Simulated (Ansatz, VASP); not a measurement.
**CuI: VASP beside Ansatz**

```
CELL_PARAMETERS angstrom
0.00000 3.01203 3.01203
3.01203 0.00000 3.01203
3.01203 3.01203 0.00000
ATOMIC_POSITIONS crystal
Cu 0.00000 0.00000 0.00000
I 0.25000 0.25000 0.25000
```

Alike in both runs: task single point; functional PBE-based screened hybrid with a share of 0.15 of exact exchange and HFSCREEN = 0.3; k mesh 4 × 4 × 4; no spin polarisation.

|  | VASP | Ansatz |
| --- | --- | --- |
| version | VASP 6.6.1 | Ansatz 0.2.0 |
| potentials or method | VASP PAW PBE potentials, release 64 (Cu, I) | plane waves |
| plane-wave cutoff (eV) | 520 | 420 |
| occupations | gaussian, width 0.01 eV | fixed |
| valence electrons in the cell | 18 | 36 |

Ansatz gave:

- gap on the k mesh at the Fermi level (eV): 1.95
- pressure (GPa): 1.6

Estimate VASP's values.

gap on the k mesh at the Fermi level (eV): 1.93; pressure (GPa): 1.4.

VASP's potentials were made for PBE, not for PBE-based screened hybrid. VASP's potentials hold 18 valence electrons a cell and Ansatz's 36, so a difference there can come from the potentials and not from the codes. Ansatz's warnings: stress exchange threshold loose, stress scf threshold loose.

The k mesh is coarse, so the values compare programs but aren't converged. Neither program's run includes spin-orbit coupling.
